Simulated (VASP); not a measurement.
# Si2Mo in VASP: notebook

Runs on Si2Mo. Level: r2SCAN. Tasks: single point.

Program: VASP 6.6.1. These are calculated values, not measurements. Logs are shortened: lines on timing, memory, paths and dates and some standing lists are left out, and cuts for length are marked.

## (1) The cell of the first run

Symmetry: Immm, No. 71, orthorhombic system. Conventional cell: a = 3.058 Å, b = 3.240 Å, c = 7.870 Å, α = 90.00°, β = 90.00°, γ = 90.00°. Si (site symmetry mm2) has 5 Mo at 2.58 to 2.64 Å and 9 Si at 2.60 to 3.24 Å within 3.4 Å. Mo (site symmetry mmm) has 10 Si at 2.58 to 2.64 Å and 4 Mo at 3.06 to 3.24 Å within 3.4 Å.

## (2) Single point, r2SCAN (uniaxial strain along a: -4.5 %, then relaxed in part)

File POSCAR:

```
Si2Mo
1.0
    3.0576707170      0.0000000000      0.0000000000
    0.0000000000      3.2403579999      0.0000000000
    0.0000000000      0.0000000000      7.8699230784
Si Mo
4 2
Direct
    0.0000000000      0.0000000000      0.3350448865
    0.5000000000      0.5000000000      0.1649551135
    0.5000000000      0.5000000000      0.8350448865
    0.0000000000      0.0000000000      0.6649551135
    0.0000000000      0.0000000000      0.0000000000
    0.5000000000      0.5000000000      0.5000000000
```

File INCAR.step1:

```
SYSTEM = Si2Mo
PREC = Accurate ; ENCUT = 520
ISMEAR = 0 ; SIGMA = 0.1
LREAL = .FALSE. ; LASPH = .TRUE.
NELM = 80 ; NBANDS = 31
GGA = PE ; ALGO = Normal
EDIFF = 1E-4 ; LWAVE = .TRUE.
LCHARG = .FALSE.
```

File INCAR.step2:

```
SYSTEM = Si2Mo
PREC = Accurate ; ENCUT = 520
EDIFF = 1E-6 ; ISMEAR = 0
SIGMA = 0.1 ; LREAL = .FALSE.
LASPH = .TRUE. ; NELM = 80
ALGO = Normal ; ISIF = 2
LWAVE = .FALSE. ; LCHARG = .TRUE.
METAGGA = R2SCAN ; LMIXTAU = .TRUE.
LELF = .TRUE. ; LVHAR = .TRUE.
NBANDS = 31 ; ISTART = 1
```

File KPOINTS:

```
Automatic mesh
0
G
  12 12 6
  0 0 0
```

Potentials or basis: VASP PAW PBE potentials, release 64 (Si, Mo_sv).

Run with:

```bash
> cat potpaw_PBE.64/Si/POTCAR potpaw_PBE.64/Mo_sv/POTCAR > POTCAR
> cp INCAR.step1 INCAR
> mpirun -np 1 vasp_std > vasp.out
> cp INCAR.step2 INCAR
> mpirun -np 1 vasp_std > vasp.out
```

OUTCAR:

```text
SYSTEM = Si2Mo
   PREC = Accurate
   ENCUT = 520
   EDIFF = 1E-6
   ISMEAR = 0
   LREAL = .FALSE.
   LASPH = .TRUE.
   NELM = 80
   ISIF = 2
   METAGGA = R2SCAN
   ISTART = 1

 ion  position               nearest neighbor table
   1  0.000  0.000  0.335-   6 2.58   6 2.58   6 2.58   6 2.58   4 2.60   2 2.60   2 2.60   2 2.60
                             2 2.60   5 2.64
   2  0.500  0.500  0.165-   5 2.58   5 2.58   5 2.58   5 2.58   3 2.60   1 2.60   1 2.60   1 2.60
                             1 2.60   6 2.64
   3  0.500  0.500  0.835-   5 2.58   5 2.58   5 2.58   5 2.58   2 2.60   4 2.60   4 2.60   4 2.60
                             4 2.60   6 2.64
   4  0.000  0.000  0.665-   6 2.58   6 2.58   6 2.58   6 2.58   1 2.60   3 2.60   3 2.60   3 2.60
                             3 2.60   5 2.64
   5  0.000  0.000  0.000-   2 2.58   3 2.58   2 2.58   3 2.58   2 2.58   3 2.58   2 2.58   3 2.58
                             1 2.64   4 2.64
   6  0.500  0.500  0.500-   1 2.58   4 2.58   1 2.58   4 2.58   1 2.58   4 2.58   1 2.58   4 2.58
                             3 2.64   2 2.64

  LATTYP: Found a simple orthorhombic cell.
 ALAT       =     3.0576707170
 B/A-ratio  =     1.0597472062
 C/A-ratio  =     2.5738294953

  Lattice vectors:

 A1 = (   3.0576707170,   0.0000000000,   0.0000000000)
 A2 = (   0.0000000000,   3.2403579999,   0.0000000000)
 A3 = (   0.0000000000,   0.0000000000,   7.8699230784)

Analysis of symmetry for initial positions (statically):
=====================================================================
 Subroutine PRICEL returns following result:

  LATTYP: Found a body centered orthorhombic cell.
 ALAT       =     3.0576707170
 B/A-ratio  =     1.0597472062
 C/A-ratio  =     2.5738294953

  Lattice vectors:

 A1 = (  -1.5288353585,   1.6201789999,   3.9349615392)
 A2 = (   1.5288353585,  -1.6201790000,   3.9349615392)
 A3 = (   1.5288353585,   1.6201790000,  -3.9349615392)

   2 primitive cells build up your supercell.

 Routine SETGRP: Setting up the symmetry group for a
 simple orthorhombic supercell.

 Subroutine GETGRP returns: Found  8 space group operations
 (whereof  8 operations were pure point group operations)
 out of a pool of  8 trial point group operations.

The static configuration has the point symmetry D_2h.

Analysis of symmetry for dynamics (positions and initial velocities):
=====================================================================
 Subroutine PRICEL returns following result:

  LATTYP: Found a body centered orthorhombic cell.
 ALAT       =     3.0576707170
 B/A-ratio  =     1.0597472062
 C/A-ratio  =     2.5738294953

  Lattice vectors:

 A1 = (  -1.5288353585,   1.6201789999,   3.9349615392)
 A2 = (   1.5288353585,  -1.6201790000,   3.9349615392)
 A3 = (   1.5288353585,   1.6201790000,  -3.9349615392)

   2 primitive cells build up your supercell.

 Routine SETGRP: Setting up the symmetry group for a
 simple orthorhombic supercell.

 Subroutine GETGRP returns: Found  8 space group operations
 (whereof  8 operations were pure point group operations)
 out of a pool of  8 trial point group operations.

The dynamic configuration has the point symmetry D_2h.

 Subroutine INISYM returns: Found  8 space group operations
 (whereof  8 operations are pure point group operations),
 and found     2 'primitive' translations

----------------------------------------------------------------------------------------

                                     Primitive cell

  volume of cell :      38.9874

  direct lattice vectors                    reciprocal lattice vectors
    -1.528835358  1.620179000  3.934961539     0.000000000  0.308607876  0.127066045
     1.528835359 -1.620179000  3.934961539     0.327046334  0.000000000  0.127066045
     1.528835358  1.620179000 -3.934961539     0.327046334  0.308607876 -0.000000000

  length of vectors
     4.521751857  4.521751857  4.521751857     0.333743316  0.350863342  0.449664459

  position of ions in fractional coordinates (direct lattice)
     0.335044887  0.335044887  1.000000000
     0.664955113  0.664955113  1.000000000
     0.000000000  0.000000000  0.000000000

  ion indices of the primitive-cell ions
   primitive index   ion index
                 1           1
                 2           4
                 3           5

----------------------------------------------------------------------------------------

 KPOINTS: Automatic mesh

Automatic generation of k-mesh.
 Grid dimensions read from file:
 generate k-points for:   12   12    6

 Generating k-lattice:

  Cartesian coordinates                     Fractional coordinates (reciprocal lattice)
     0.027253861  0.000000000  0.000000000     0.083333333  0.000000000  0.000000000
     0.000000000  0.025717323  0.000000000     0.000000000  0.083333333  0.000000000
     0.000000000  0.000000000  0.021177674     0.000000000  0.000000000  0.166666667

  Length of vectors
     0.027253861  0.025717323  0.021177674

  Shift w.r.t. Gamma in fractional coordinates (k-lattice)
     0.000000000  0.000000000  0.000000000

 Subroutine IBZKPT returns following result:
 ===========================================

 Found    196 irreducible k-points:

 Following reciprocal coordinates:
            Coordinates               Weight
  0.000000  0.000000  0.000000      1.000000
  0.083333  0.000000  0.000000      2.000000
  0.166667  0.000000  0.000000      2.000000
  0.250000  0.000000  0.000000      2.000000
  0.333333  0.000000  0.000000      2.000000
  0.416667  0.000000  0.000000      2.000000
[... 16 lines left out ...]
  0.083333  0.250000  0.000000      4.000000
  0.166667  0.250000  0.000000      4.000000
 [... further k-points ...]
   k-points           NKPTS =    196   k-points in BZ     NKDIM =    196   number of bands    NBANDS=     31
   number of dos      NEDOS =    301   number of ions     NIONS =      6
   total plane-waves  NPLWV =  34560
   dimension x,y,z NGX =    24 NGY =   24 NGZ =   60
   dimension x,y,z NGXF=    48 NGYF=   48 NGZF=  120
   ions per type =               4   2
   NGX,Y,Z   is equivalent  to a cutoff of  13.05, 12.31, 12.67 a.u.
   NGXF,Y,Z  is equivalent  to a cutoff of  26.10, 24.63, 25.35 a.u.
 SYSTEM =  Si2Mo
   PREC   = accura    normal or accurate (medium, high low for compatibility)
   ISTART =      1    job   : 0-new  1-cont  2-samecut
   ICHARG =      0    charge: 1-file 2-atom 10-const
   ISPIN  =      1    spin polarized calculation?
   LNONCOLLINEAR =      F non collinear calculations
   LSORBIT =      F    spin-orbit coupling
   LASPH  =      T    aspherical Exc in radial PAW
   ENCUT  =  520.0 eV  38.22 Ry    6.18 a.u.   5.69  6.02 14.63*2*pi/ulx,y,z
   NELM   =     80;   NELMIN=  2; NELMDL=  0     # of ELM steps
   EDIFF  = 0.1E-05   stopping-criterion for ELM
   LREAL  =      F    real-space projection
   EDIFFG = 0.1E-04   stopping-criterion for IOM
   NSW    =      0    number of steps for IOM
   IBRION =     -1    ionic relax: 0-MD 1-quasi-New 2-CG
   NFREE  =      0    steps in history (QN), initial steepest desc. (CG)
   ISIF   =      2    stress and relaxation
   ISYM   =      2    0-nonsym 1-usesym 2-fastsym
   POTIM  = 0.5000    time-step for ionic-motion
   TEBEG  =    0.0;   TEEND  =   0.0 temperature during run
   PSTRESS=    0.0 pullay stress
   NELECT =      44.0000    total number of electrons
   NUPDOWN=      -1.0000    fix difference up-down
   EMIN   =  10.00;   EMAX   =-10.00  energy-range for DOS
   EFERMI =   0.00;   METHOD = LEGACY
   ISMEAR =     0;   SIGMA  =   0.10  broadening in eV -4-tet -1-fermi 0-gaus
   EFERMI_NEDOS =   21; number of points for ismear=-14 and -15
   IALGO  =     38    algorithm
   IMIX   =      4    mixing-type and parameters
     AMIX     =   0.40;   BMIX     =  1.00
     AMIX_MAG =   1.60;   BMIX_MAG =  1.00
  volume/ion in A,a.u.               =      13.00        87.70
  Fermi-wavevector in a.u.,A,eV,Ry     =   1.352823  2.556465 24.900433  1.830130
  Thomas-Fermi vector in A             =   2.480130
   LORBIT       =      0    0 simple, 1 ext, 2 COOP (PROOUT), +10 PAW based schemes
   METAGGA = R2SCAN    functional components
   LHFCALC =     F    Hartree Fock is set to
   AEXX    =    0.0000 exact exchange contribution
   IVDW    =     0    specifies the selected vdW correction
   LEPSILON=     F    determine dielectric tensor
   LRPA    =     F    only Hartree local field effects (RPA)
 non-spin polarized calculation
 Gauss-broadening in eV      SIGMA  =   0.10
  energy-cutoff  :      520.00
  volume of cell :       77.97
 maximum number of plane-waves:      2136
 NGX is ok and might be reduce to    24
   NGX = 11   NGY = 13   NGZ = 29

 number of electron      44.0000000 magnetization

 Free energy of the ion-electron system (eV)
  ---------------------------------------------------
  ext. energy  EPLUGINS =         0.00000000
  ---------------------------------------------------
  free energy    TOTEN  =       -89.82356786 eV

  energy without entropy =      -89.82160231  energy(sigma->0) =      -89.82258508

 E-fermi :  12.8357     XC(G=0): -13.5572

 val. band max:       12.8325255574   @ k =   0.1667   0.0833   0.0000
 cond. band min:      12.8460662162   @ k =   0.0833   0.1667   0.1667
 fundamental gap:      0.0135406589
 Fermi energy:        12.8356918958

 k-point     1 :       0.0000    0.0000    0.0000
  band No.  band energies     occupation
      1     -49.8278      2.00000
      2     -49.8270      2.00000
      3     -23.3346      2.00000
      4     -23.3036      2.00000
      5     -23.2619      2.00000
      6     -23.2596      2.00000
[... 23 lines left out ...]
     30      17.5248      0.00000
     31      17.9368      0.00000

 k-point     2 :       0.0833    0.0000    0.0000
  band No.  band energies     occupation
      1     -49.8254      2.00000
      2     -49.8246      2.00000
      3     -23.3303      2.00000
      4     -23.3004      2.00000
      5     -23.2587      2.00000
      6     -23.2566      2.00000
[... 23 lines left out ...]
     30      17.7331      0.00000
     31      17.9106      0.00000

 k-point     3 :       0.1667    0.0000    0.0000
  band No.  band energies     occupation
      1     -49.8187      2.00000
      2     -49.8180      2.00000
      3     -23.3185      2.00000
      4     -23.2917      2.00000
      5     -23.2502      2.00000
      6     -23.2482      2.00000
[... 23 lines left out ...]
     30      18.1884      0.00000
     31      18.2257      0.00000

 k-point     4 :       0.2500    0.0000    0.0000
  band No.  band energies     occupation
      1     -49.8096      2.00000
      2     -49.8090      2.00000
      3     -23.3020      2.00000
      4     -23.2835      2.00000
      5     -23.2826      2.00000
      6     -23.2802      2.00000
[... 23 lines left out ...]
     30      18.0824      0.00000
     31      18.7076      0.00000

 k-point     5 :       0.3333    0.0000    0.0000
  band No.  band energies     occupation
      1     -49.8004      2.00000
      2     -49.8000      2.00000
      3     -23.3887      2.00000
      4     -23.3882      2.00000
      5     -23.2847      2.00000
      6     -23.2693      2.00000
[... 23 lines left out ...]
     30      18.1395      0.00000
     31      18.4721      0.00000
[... 542 lines left out ...]
     30      17.1264      0.00000
     31      18.7242      0.00000

 k-point    22 :       0.0000    0.2500    0.0000
  band No.  band energies     occupation
      1     -49.8185      2.00000
      2     -49.8179      2.00000
      3     -23.3944      2.00000
      4     -23.3931      2.00000
      5     -23.3126      2.00000
      6     -23.2907      2.00000
[... 23 lines left out ...]
     30      18.4030      0.00000
     31      19.0731      0.00000

 k-point    23 :       0.0833    0.2500    0.0000
  band No.  band energies     occupation
      1     -49.8161      2.00000
      2     -49.8155      2.00000
      3     -23.3906      2.00000
      4     -23.3893      2.00000
      5     -23.3086      2.00000
      6     -23.2876      2.00000
[... 23 lines left out ...]
     30      18.7943      0.00000
     31      19.3862      0.00000

 k-point    24 :       0.1667    0.2500    0.0000
  band No.  band energies     occupation
      1     -49.8095      2.00000
      2     -49.8090      2.00000
      3     -23.3800      2.00000
      4     -23.3789      2.00000
      5     -23.2978      2.00000
      6     -23.2789      2.00000
[... 23 lines left out ...]
     30      18.2725      0.00000
     31      18.7948      0.00000

 [... further k-points ...]
[... 5 lines left out ...]
  --------------------------------------------------------------------------------------
  -------------------------------------------------------------------------------------
  Total        9.1259032      0.2248867      0.2015160      0.0000000      0.0000000      0.0000000
  in kB      187.5133713      4.6208318      4.1406245      0.0000000      0.0000000      0.0000000
  external PRESSURE =      65.4249425 kB  Pullay stress =       0.0000000 kB

 VOLUME and BASIS-vectors are now :
 -----------------------------------------------------------------------------
  energy-cutoff  :      520.00
  volume of cell :       77.97
      direct lattice vectors                 reciprocal lattice vectors
     3.057670717  0.000000000  0.000000000     0.327046334  0.000000000  0.000000000
     0.000000000  3.240358000  0.000000000     0.000000000  0.308607876  0.000000000
     0.000000000  0.000000000  7.869923078     0.000000000  0.000000000  0.127066045

 POSITION                                       TOTAL-FORCE (eV/Angst)
 -----------------------------------------------------------------------------------
      0.00000      0.00000      2.63678        -0.000000     -0.000000     -0.015117
      1.52884      1.62018      1.29818         0.000000      0.000000      0.015117
      1.52884      1.62018      6.57174        -0.000000      0.000000     -0.015117
      0.00000      0.00000      5.23315         0.000000     -0.000000      0.015117
      0.00000      0.00000      0.00000        -0.000000     -0.000000      0.000000
      1.52884      1.62018      3.93496         0.000000     -0.000000      0.000000
 -----------------------------------------------------------------------------------
    total drift:                                0.000000      0.000000     -0.000000

  FREE ENERGIE OF THE ION-ELECTRON SYSTEM (eV)
  ---------------------------------------------------
  free  energy   TOTEN  =       -89.8235678607 eV

  energy  without entropy=      -89.8216023088  energy(sigma->0) =      -89.82258508
```

It took 7.5 min on 1 thread of Intel Xeon 6975P-C (Granite Rapids), shared host; peak memory 0.47 GiB.

Results:

```
Free energy            : -89.8236 eV
Pressure               : 6.5 GPa
Largest force          : 0.015 eV/Å
Band gap on the k mesh : zero (bands 22 and 23 overlap by 0.86 eV)
```

Forces on the atoms (eV/Å):
```
Si   0.000  0.000 -0.015
Si   0.000  0.000  0.015
Si   0.000  0.000 -0.015
Si   0.000  0.000  0.015
Mo   0.000  0.000  0.000
Mo   0.000  0.000  0.000
```

Levels at points of the mesh, in eV from the Fermi level:
```
           k point  band 19  band 20  band 21  band 22  band 23  band 24  band 25  band 26
(0.00, 0.00, 0.00)    -1.23    -1.12    -0.34     0.30     0.43     0.57     2.70     3.27
(0.50, 0.00, 0.00)    -2.89    -2.89    -1.10    -1.10     2.12     2.12     3.69     3.69
(0.00, 0.50, 0.00)    -2.31    -2.31    -0.46    -0.46     1.80     1.80     3.03     3.03
(0.50, 0.50, 0.00)    -3.61    -3.61    -1.43    -1.43     2.48     2.48     3.22     3.22
(0.00, 0.00, 0.50)    -1.68    -1.68     0.50     0.50     1.26     1.26     2.18     2.18
(0.50, 0.00, 0.50)    -2.85    -2.85    -0.90    -0.90     2.82     2.82     3.04     3.04
(0.00, 0.50, 0.50)    -2.35    -2.35    -0.30    -0.30     2.11     2.11     3.99     3.99
(0.50, 0.50, 0.50)    -2.65    -2.65    -2.27    -2.27     0.38     0.38     2.59     2.59
```

Caveat: the cell differs from its parent crystal (uniaxial strain along a: -4.5 %, then relaxed in part); the stress differs along the axes, from 0 to 19 GPa; the PAW data sets were made with another functional, which shifts forces and pressure a little.

(Continued in part 2 of 2.)

The gap in the log of VASP goes by the Fermi energy; the results here count the filled bands.